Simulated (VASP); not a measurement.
# ZnPb2 (P6/mmm) in VASP: a series of runs

The runs below take ZnPb2 through single point, relaxation of cell and atoms, with PBE.

Program: VASP 6.6.1. These are calculated values, not measurements. Logs are shortened: lines on timing, memory, paths and dates and some standing lists are left out, and cuts for length are marked.

### 1 The cell of the first run

The structure is hexagonal, space group P6/mmm (No. 191). The conventional cell has a = 4.865 Å, b = 4.865 Å, c = 3.422 Å, α = 90.00°, β = 90.00°, γ = 120.00°. Zn (site symmetry 6/mmm) has 12 Pb at 3.29 Å and 2 Zn at 3.42 Å within 4.3 Å. Pb (site symmetry -6m2) has 5 Pb at 2.81 to 3.42 Å and 6 Zn at 3.29 Å within 3.7 Å.

### 2 Single point, PBE

INCAR

```
PREC = Accurate
ENCUT = 520
EDIFF = 1E-6
ISMEAR = 0
SIGMA = 0.1
LREAL = F
LASPH = T
NELM = 80
ALGO = Normal
ISIF = 2
LWAVE = F
LCHARG = F
GGA = PE
NBANDS = 27
```

KPOINTS

```
Automatic mesh
0
Gamma
  6 6 6
```

POSCAR

```
ZnPb2
1.0
    4.8650014302      0.0000000000      0.0000000000
   -2.4325007152      4.2132148281      0.0000000000
    0.0000000000      0.0000000000      3.4218678407
Zn Pb
1 2
Direct
    0.0000000000      0.0000000000      0.0000000000
    0.3333333333      0.6666666667      0.5000000000
    0.6666666667      0.3333333333      0.5000000000
```

Potentials or basis: VASP PAW PBE potentials, release 64 (Zn, Pb_d).

Run with:

```sh
cat potpaw_PBE.64/Zn/POTCAR potpaw_PBE.64/Pb_d/POTCAR > POTCAR
mpirun -np 1 vasp_std > vasp.out
```

OUTCAR:

```text
PREC = Accurate
   ENCUT = 520
   EDIFF = 1E-6
   ISMEAR = 0
   LREAL = F
   LASPH = T
   NELM = 80
   ISIF = 2
   GGA = PE

 ion  position               nearest neighbor table
   1  0.000  0.000  0.000-   2 3.29   3 3.29   2 3.29   3 3.29   3 3.29   3 3.29   2 3.29   2 3.29
                             3 3.29   3 3.29   2 3.29   2 3.29
   2  0.333  0.667  0.500-   3 2.81   3 2.81   3 2.81   1 3.29   1 3.29   1 3.29   1 3.29   1 3.29
                             1 3.29
   3  0.667  0.333  0.500-   2 2.81   2 2.81   2 2.81   1 3.29   1 3.29   1 3.29   1 3.29   1 3.29
                             1 3.29

  LATTYP: Found a hexagonal cell.
 ALAT       =     4.8650014302
 C/A-ratio  =     0.7033642004

  Lattice vectors:

 A1 = (   4.8650014302,   0.0000000000,   0.0000000000)
 A2 = (  -2.4325007152,   4.2132148281,   0.0000000000)
 A3 = (   0.0000000000,   0.0000000000,   3.4218678407)

Analysis of symmetry for initial positions (statically):
=====================================================================
 Subroutine PRICEL returns:
 Original cell was already a primitive cell.

 Routine SETGRP: Setting up the symmetry group for a
 hexagonal supercell.

 Subroutine GETGRP returns: Found 24 space group operations
 (whereof 24 operations were pure point group operations)
 out of a pool of 24 trial point group operations.

The static configuration has the point symmetry D_6h.

Analysis of symmetry for dynamics (positions and initial velocities):
=====================================================================
 Subroutine PRICEL returns:
 Original cell was already a primitive cell.

 Routine SETGRP: Setting up the symmetry group for a
 hexagonal supercell.

 Subroutine GETGRP returns: Found 24 space group operations
 (whereof 24 operations were pure point group operations)
 out of a pool of 24 trial point group operations.

The dynamic configuration has the point symmetry D_6h.

 Subroutine INISYM returns: Found 24 space group operations
 (whereof 24 operations are pure point group operations),
 and found     1 'primitive' translations

----------------------------------------------------------------------------------------

                                     Primitive cell

  volume of cell :      70.1390

  direct lattice vectors                    reciprocal lattice vectors
     4.865001430  0.000000000  0.000000000     0.205549785  0.118674224  0.000000000
    -2.432500715  4.213214828  0.000000000     0.000000000  0.237348448  0.000000000
     0.000000000  0.000000000  3.421867841     0.000000000  0.000000000  0.292238054

  length of vectors
     4.865001430  4.865001430  3.421867841     0.237348448  0.237348448  0.292238054

  position of ions in fractional coordinates (direct lattice)
     0.000000000  0.000000000  0.000000000
     0.333333333  0.666666667  0.500000000
     0.666666667  0.333333333  0.500000000

  ion indices of the primitive-cell ions
   primitive index   ion index
                 1           1
                 2           2
                 3           3

----------------------------------------------------------------------------------------

 KPOINTS: Automatic mesh

Automatic generation of k-mesh.
 Grid dimensions read from file:
 generate k-points for:    6    6    6

 Generating k-lattice:

  Cartesian coordinates                     Fractional coordinates (reciprocal lattice)
     0.034258298  0.019779037  0.000000000     0.166666667 -0.000000000  0.000000000
     0.000000000  0.039558075  0.000000000     0.000000000  0.166666667  0.000000000
     0.000000000  0.000000000  0.048706342     0.000000000  0.000000000  0.166666667

  Length of vectors
     0.039558075  0.039558075  0.048706342

  Shift w.r.t. Gamma in fractional coordinates (k-lattice)
     0.000000000  0.000000000  0.000000000

 Subroutine IBZKPT returns following result:
 ===========================================

 Found     28 irreducible k-points:

 Following reciprocal coordinates:
            Coordinates               Weight
  0.000000  0.000000  0.000000      1.000000
  0.166667  0.000000  0.000000      6.000000
  0.333333 -0.000000  0.000000      6.000000
  0.500000 -0.000000  0.000000      3.000000
  0.166667  0.166667  0.000000      6.000000
  0.333333  0.166667  0.000000     12.000000
[... 16 lines left out ...]
  0.166667  0.000000  0.500000      6.000000
  0.333333 -0.000000  0.500000      6.000000
 [... further k-points ...]
   k-points           NKPTS =     28   k-points in BZ     NKDIM =     28   number of bands    NBANDS=     27
   number of dos      NEDOS =    301   number of ions     NIONS =      3
   total plane-waves  NPLWV =  36288
   dimension x,y,z NGX =    36 NGY =   36 NGZ =   28
   dimension x,y,z NGXF=    72 NGYF=   72 NGZF=   56
   ions per type =               1   2
   NGX,Y,Z   is equivalent  to a cutoff of  12.30, 12.30, 13.60 a.u.
   NGXF,Y,Z  is equivalent  to a cutoff of  24.60, 24.60, 27.21 a.u.
 SYSTEM =  unknown system
   PREC   = accura    normal or accurate (medium, high low for compatibility)
   ISTART =      0    job   : 0-new  1-cont  2-samecut
   ICHARG =      2    charge: 1-file 2-atom 10-const
   ISPIN  =      1    spin polarized calculation?
   LNONCOLLINEAR =      F non collinear calculations
   LSORBIT =      F    spin-orbit coupling
   LASPH  =      T    aspherical Exc in radial PAW
   ENCUT  =  520.0 eV  38.22 Ry    6.18 a.u.   9.05  9.05  6.36*2*pi/ulx,y,z
   NELM   =     80;   NELMIN=  2; NELMDL= -5     # of ELM steps
   EDIFF  = 0.1E-05   stopping-criterion for ELM
   LREAL  =      F    real-space projection
   EDIFFG = 0.1E-04   stopping-criterion for IOM
   NSW    =      0    number of steps for IOM
   IBRION =     -1    ionic relax: 0-MD 1-quasi-New 2-CG
   NFREE  =      0    steps in history (QN), initial steepest desc. (CG)
   ISIF   =      2    stress and relaxation
   ISYM   =      2    0-nonsym 1-usesym 2-fastsym
   POTIM  = 0.5000    time-step for ionic-motion
   TEBEG  =    0.0;   TEEND  =   0.0 temperature during run
   PSTRESS=    0.0 pullay stress
   NELECT =      40.0000    total number of electrons
   NUPDOWN=      -1.0000    fix difference up-down
   EMIN   =  10.00;   EMAX   =-10.00  energy-range for DOS
   EFERMI =   0.00;   METHOD = LEGACY
   ISMEAR =     0;   SIGMA  =   0.10  broadening in eV -4-tet -1-fermi 0-gaus
   EFERMI_NEDOS =   21; number of points for ismear=-14 and -15
   IALGO  =     38    algorithm
   IMIX   =      4    mixing-type and parameters
     AMIX     =   0.40;   BMIX     =  1.00
     AMIX_MAG =   1.60;   BMIX_MAG =  1.00
  volume/ion in A,a.u.               =      23.38       157.77
  Fermi-wavevector in a.u.,A,eV,Ry     =   1.357610  2.565510 25.076949  1.843104
  Thomas-Fermi vector in A             =   2.484513
   LORBIT       =      0    0 simple, 1 ext, 2 COOP (PROOUT), +10 PAW based schemes
   GGA     = PE    functional components
   LHFCALC =     F    Hartree Fock is set to
   AEXX    =    0.0000 exact exchange contribution
   IVDW    =     0    specifies the selected vdW correction
   LEPSILON=     F    determine dielectric tensor
   LRPA    =     F    only Hartree local field effects (RPA)
 non-spin polarized calculation
 Gauss-broadening in eV      SIGMA  =   0.10
  energy-cutoff  :      520.00
  volume of cell :       70.14
 maximum number of plane-waves:      1908
   NGX = 19   NGY = 19   NGZ = 13

 number of electron      40.0000008 magnetization

 Free energy of the ion-electron system (eV)
  ---------------------------------------------------
  ext. energy  EPLUGINS =         0.00000000
  ---------------------------------------------------
  free energy    TOTEN  =        -6.48689421 eV

  energy without entropy =       -6.47632888  energy(sigma->0) =       -6.48161154

 E-fermi :   7.3716     XC(G=0): -10.8289

 val. band max:        7.3323201860   @ k =   0.3333  -0.0000   0.3333
 cond. band min:       7.4400964154   @ k =   0.1667   0.1667   0.3333
 fundamental gap:      0.1077762294
 Fermi energy:         7.3715975998

 k-point     1 :       0.0000    0.0000    0.0000
  band No.  band energies     occupation
      1     -10.4175      2.00000
      2     -10.2194      2.00000
      3     -10.2194      2.00000
      4     -10.0220      2.00000
      5     -10.0220      2.00000
      6      -9.8429      2.00000
[... 19 lines left out ...]
     26      17.6471      0.00000
     27      18.5637      0.00000

 k-point     2 :       0.1667    0.0000    0.0000
  band No.  band energies     occupation
      1     -10.4219      2.00000
      2     -10.3154      2.00000
      3     -10.2961      2.00000
      4     -10.0318      2.00000
      5     -10.0063      2.00000
      6      -9.8244      2.00000
[... 19 lines left out ...]
     26      16.6973      0.00000
     27      16.8255      0.00000

 k-point     3 :       0.3333   -0.0000    0.0000
  band No.  band energies     occupation
      1     -10.4872      2.00000
      2     -10.4378      2.00000
      3     -10.3329      2.00000
      4     -10.0500      2.00000
      5      -9.9677      2.00000
      6      -9.8485      2.00000
[... 19 lines left out ...]
     26      14.5337      0.00000
     27      15.6575      0.00000

 k-point     4 :       0.5000   -0.0000    0.0000
  band No.  band energies     occupation
      1     -10.5315      2.00000
      2     -10.4846      2.00000
      3     -10.3260      2.00000
      4     -10.0586      2.00000
      5      -9.9417      2.00000
      6      -9.8622      2.00000
[... 19 lines left out ...]
     26      13.9733      0.00000
     27      14.8271      0.00000
[... 516 lines left out ...]
      4     -10.1640      2.00000
      5     -10.1640      2.00000
      6      -9.8246      2.00000
[... 19 lines left out ...]
     26      10.7370      0.00000
     27      10.7370      0.00000

 k-point    23 :       0.1667    0.0000    0.5000
  band No.  band energies     occupation
      1     -10.3075      2.00000
      2     -10.2992      2.00000
      3     -10.1977      2.00000
      4     -10.1765      2.00000
      5     -10.1480      2.00000
      6      -9.7688      2.00000
[... 19 lines left out ...]
     26      11.9507      0.00000
     27      12.6189      0.00000

 k-point    24 :       0.3333   -0.0000    0.5000
  band No.  band energies     occupation
      1     -10.4400      2.00000
      2     -10.4207      2.00000
      3     -10.1993      2.00000
      4     -10.1781      2.00000
      5     -10.1112      2.00000
      6      -9.8205      2.00000
[... 19 lines left out ...]
     26      13.9056      0.00000
     27      15.2577      0.00000

 [... further k-points ...]

------------------------ aborting loop because EDIFF is reached ----------------------------------------

  FORCE on cell =-STRESS in cart. coord.  units (eV):
  Direction    XX          YY          ZZ          XY          YZ          ZX
  --------------------------------------------------------------------------------------
  -------------------------------------------------------------------------------------
  Total        9.1438341      9.1438341      1.6838651     -0.0000000     -0.0000000      0.0000000
  in kB      208.8714643    208.8714643     38.4643214     -0.0000000     -0.0000000      0.0000000
  external PRESSURE =     152.0690833 kB  Pullay stress =       0.0000000 kB

 VOLUME and BASIS-vectors are now :
 -----------------------------------------------------------------------------
  energy-cutoff  :      520.00
  volume of cell :       70.14
      direct lattice vectors                 reciprocal lattice vectors
     4.865001430  0.000000000  0.000000000     0.205549785  0.118674224  0.000000000
    -2.432500715  4.213214828  0.000000000     0.000000000  0.237348448  0.000000000
     0.000000000  0.000000000  3.421867841     0.000000000  0.000000000  0.292238054

 POSITION                                       TOTAL-FORCE (eV/Angst)
 -----------------------------------------------------------------------------------
      0.00000      0.00000      0.00000         0.000000      0.000000      0.000000
     -0.00000      2.80881      1.71093        -0.000000     -0.000000      0.000000
      2.43250      1.40440      1.71093         0.000000      0.000000      0.000000
 -----------------------------------------------------------------------------------
    total drift:                                0.000000      0.000000     -0.000000

  FREE ENERGIE OF THE ION-ELECTRON SYSTEM (eV)
  ---------------------------------------------------
  free  energy   TOTEN  =        -6.4868942071 eV

  energy  without entropy=       -6.4763288785  energy(sigma->0) =       -6.48161154
```

Run time: 81 s. Hardware: 1 thread of AMD EPYC 7R13, shared host; peak memory 0.18 GiB.

Results:

| Item | Value |
| --- | --- |
| Free energy | -6.4869 eV |
| Pressure | 15.2 GPa |
| Band gap on the k mesh | zero (band 20 reaches 11.26 eV, above the bottom of band 21 at 5.01 eV) |

Stress tensor (GPa, compression positive):
```
20.89  0.00  0.00
 0.00 20.89  0.00
 0.00  0.00  3.85
```

Caveat: spin-orbit coupling is left out, which moves the levels of the heavy elements.

(Part 1 of 2 ends here.)
